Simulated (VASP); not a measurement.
The system is Si7Mo.

```xyz
8
Lattice="0.0000 3.9000 3.9000 3.9000 0.0000 3.9000 3.9000 3.9000 0.0000" Properties=species:S:1:pos:R:3 pbc="T T T"
Si    3.9000    1.9500    1.9500
Si    1.9500    3.9000    1.9500
Si    3.9000    3.9000    3.9000
Si    1.9500    1.9500    0.0000
Si    0.0000    1.9500    1.9500
Si    1.9500    0.0000    1.9500
Si    1.9500    1.9500    3.9000
Mo    0.0000    0.0000    0.0000
```

| Item | Value |
| --- | --- |
| Program | VASP 6.6.1 |
| Task | relaxation of cell and atoms |
| Functional | PBE |
| Potentials or basis | VASP PAW PBE potentials, release 64 (Si, Mo_sv) |
| Cutoff | 600 eV |
| k mesh | 4 × 4 × 4 |
| Occupations | gaussian, width 0.2 eV |
| Spin | no spin polarisation |

At the start: pressure -6.0 GPa; volume 14.83 Å³/atom.

Q: How do energy, volume and symmetry change on relaxing?

A: Over 3 steps the energy falls by 15.2 meV/atom and the volume is 14.06 Å³/atom (-5.2 %); space group Fm-3m (No. 225, to 0.05 Å).

Step by step:
```tsv
step	energy change (eV)	largest force (eV/Å)	pressure (GPa)	volume (Å³)
1	0.0000	0.0000	-6.00	118.64
2	-0.0870	0.0000	3.66	109.36
3	-0.1215	0.0000	0.00	112.44
```

Final structure:
```
Si Mo
1.0
     0.00000    3.83090    3.83090
     3.83090    0.00000    3.83090
     3.83090    3.83090    0.00000
Si Mo
7 1
Direct
  0.00000 0.50000 0.50000
  0.50000 0.00000 0.50000
  0.50000 0.50000 0.50000
  0.00000 0.00000 0.50000
  0.50000 0.00000 0.00000
  0.00000 0.50000 0.00000
  0.50000 0.50000 0.00000
  0.00000 0.00000 0.00000
```
